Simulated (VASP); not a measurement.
The system is Ho2O.

```xyz
6
Lattice="-3.3898 3.3898 2.7796 3.3898 -3.3898 2.7796 3.3898 3.3898 -2.7796" Properties=species:S:1:pos:R:3 pbc="T T T"
Ho    1.1051    4.4949    0.0000
Ho    2.2847    1.1051    0.0000
Ho    2.2847   -1.1051    2.7796
Ho    1.1051    2.2847    2.7796
O     0.0000    0.0000    1.3898
O     0.0000    0.0000    4.1694
```

The cell was generated, and may not be a known phase.

```yaml
Program: VASP 6.6.1
Task: relaxation of cell and atoms
Functional: PBE
Potentials_or_basis: VASP PAW PBE potentials, release 64 (Ho_3, O), 4f in core
Cutoff: 600 eV
k_mesh: 4 × 4 × 4
Occupations: gaussian, width 0.2 eV
Spin: no spin polarisation
```

At the start: pressure -8.5 GPa; volume 21.29 Å³/atom.

Question: Where does the relaxation end?

Answer: Over 5 steps the energy falls by 242.3 meV/atom and the volume is 18.01 Å³/atom (-15.4 %); space group I4/mcm (No. 140, to 0.1 Å) before and after.

Step by step:
```csv
step,energy change (eV),largest force (eV/Å),pressure (GPa),volume (Å³)
1,0.0000,1.1376,-8.46,127.76
2,-1.3260,0.9412,0.48,107.67
3,-1.3343,0.9116,1.74,106.15
4,-1.4486,0.1984,0.28,107.61
5,-1.4540,0.0155,0.03,108.03
```

Final structure:
```
CELL_PARAMETERS angstrom
-3.07599 3.07599 2.85442
3.07599 -3.07599 2.85442
3.07599 3.07599 -2.85442
ATOMIC_POSITIONS crystal
Ho 0.67656 0.17656 0.85313
Ho 0.17656 0.32344 0.50000
Ho 0.32344 0.82344 0.14687
Ho 0.82344 0.67656 0.50000
O 0.25000 0.25000 0.00000
O 0.75000 0.75000 0.00000
```

Caveat: the k points lie up to 0.38 Å⁻¹ apart in the final cell; the volume moved by over 15 % at a fixed basis, so the end points are rough; the highest band is partly filled, so the run has too few bands; the run has no spin polarisation, though such a crystal can be magnetic.
